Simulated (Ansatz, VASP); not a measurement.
Two plane-wave programs on KAgCl2

```
K Ag Cl
1.0
     2.00214    1.15594    6.67169
    -2.00214    1.15594    6.67169
     0.00000   -2.31187    6.67169
K Ag Cl
1 1 2
Direct
  0.00000 0.00000 0.00000
  0.50000 0.50000 0.50000
  0.23955 0.23955 0.23955
  0.76045 0.76045 0.76045
```

Change from the starting cell: biaxial_xy strain -4.6%.

Alike in both runs: task single point; functional r2SCAN; k mesh 8 × 8 × 8; no spin polarisation.

|  | VASP | Ansatz |
| --- | --- | --- |
| version | VASP 6.6.1 | Ansatz 0.2.0 |
| potentials or method | VASP PAW PBE potentials, release 64 (K_sv, Ag, Cl) | plane waves, PAW |
| plane-wave cutoff (eV) | 520 | 500 |
| occupations | gaussian, width 0.01 eV | fixed |
| valence electrons in the cell | 34 | 42 |

Ansatz gave:

| Item | Value |
| --- | --- |
| gap on the k mesh at the Fermi level (eV) | 3.31 |
| pressure (GPa) | 3.8 |
| traceless stress, the component that is largest in VASP (GPa) | -0.65 |
| rms of the force components (eV/Å) | 0.000 |

Question: Which values does VASP return?

Answer: gap on the k mesh at the Fermi level (eV): 3.27; pressure (GPa): 3.8; traceless stress, the component that is largest in VASP (GPa): -0.65; rms of the force components (eV/Å): 0.004.

VASP's potentials were made for PBE, not for r2SCAN. Atom by atom the forces differ by 0.004 eV/Å (rms over components). VASP's potentials hold 34 valence electrons a cell and Ansatz's 42, so a difference there can come from the potentials and not from the codes.
